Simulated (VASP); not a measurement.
A run of VASP 6.6.1 is set up as follows.

The input INCAR:

```
SYSTEM = SnO2
ALGO = Normal
EDIFF = 1E-6
ENCUT = 520
GGA = PS
ISIF = 2
ISMEAR = 0
LASPH = .True.
LCHARG = .True.
LELF = .True.
LREAL = .False.
LVHAR = .True.
LWAVE = .False.
NBANDS = 64
NELM = 100
PREC = Accurate
SIGMA = 0.05
```

File KPOINTS:

```
k-points
0
Gamma
  6 6 6
  0 0 0
```

POSCAR

```
SnO2
1.0
    3.2037171727      1.8496669721      3.9019139352
   -3.2037171727      1.8496669721      3.9019139352
    0.0000000000     -3.6993339441      3.9019139352
Sn O
4 8
Direct
    0.8646807174      0.8646807174      0.8646807174
    0.3648245829      0.3648245829      0.8648190111
    0.3648245829      0.8648190111      0.3648245829
    0.8648190111      0.3648245829      0.3648245829
    0.1235003534      0.6233501671      0.6233501671
    0.6233501671      0.1235003534      0.6233501671
    0.6233501671      0.6233501671      0.1235003534
    0.6062113146      0.6062113146      0.6062113146
    0.1234715296      0.1234715296      0.1234715296
    0.1060883083      0.1060883083      0.6062369573
    0.1060883083      0.6062369573      0.1060883083
    0.6062369573      0.1060883083      0.1060883083
```

Potentials or basis: VASP PAW PBE potentials, release 64 (Sn_d, O).

Command:

```bash
$ cat potpaw_PBE.64/Sn_d/POTCAR potpaw_PBE.64/O/POTCAR > POTCAR
$ mpirun -np 1 vasp_std > vasp.out
```

(1) What does it give for the largest force?

(2) Estimate the pressure.

Results:

(1) 1.604 eV/Å.

(2) 18.1 GPa.

Caveat: the PAW data sets were made with another functional, which shifts forces and pressure a little.
